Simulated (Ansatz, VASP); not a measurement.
**Al7Cu: VASP beside Ansatz**

```
Al Cu
1.0
     0.00000    3.97976    3.97976
     3.97976    0.00000    3.97976
     3.97976    3.97976    0.00000
Al Cu
7 1
Cartesian
  0.0000 1.9899 1.9899
  3.9798 1.9899 1.9899
  1.9899 0.0000 1.9899
  1.9899 3.9798 1.9899
  1.9899 1.9899 0.0000
  1.9899 1.9899 3.9798
  0.0000 0.0000 0.0000
  3.9798 3.9798 3.9798
```

Alike in both runs: functional PBE; k mesh 8 × 8 × 8; occupations gaussian, width 0.1 eV; no spin polarisation.

Ansatz relaxed the structure, and its values are those at the end. VASP's run is a single point on that final structure, the one shown.

|  | VASP | Ansatz |
| --- | --- | --- |
| version | VASP 6.6.1 | Ansatz 0.2.0 |
| potentials or method | VASP PAW PBE potentials, release 64 (Al, Cu), cutoff 520 eV | scalar-relativistic, plane waves, PAW |
| valence electrons in the cell | 32 | 40 |

```csv
,VASP,Ansatz,Ansatz less VASP
gap on the k mesh at the Fermi level (eV),none,none,-
pressure (GPa),0.1,0.0,-0.11
```

A gap of «none» marks a metal or a gap that the smearing closes. The functional is the same, so the differences come from potentials, cutoffs and numerics. VASP's potentials hold 32 valence electrons a cell and Ansatz's 40, so a difference there can come from the potentials and not from the codes.
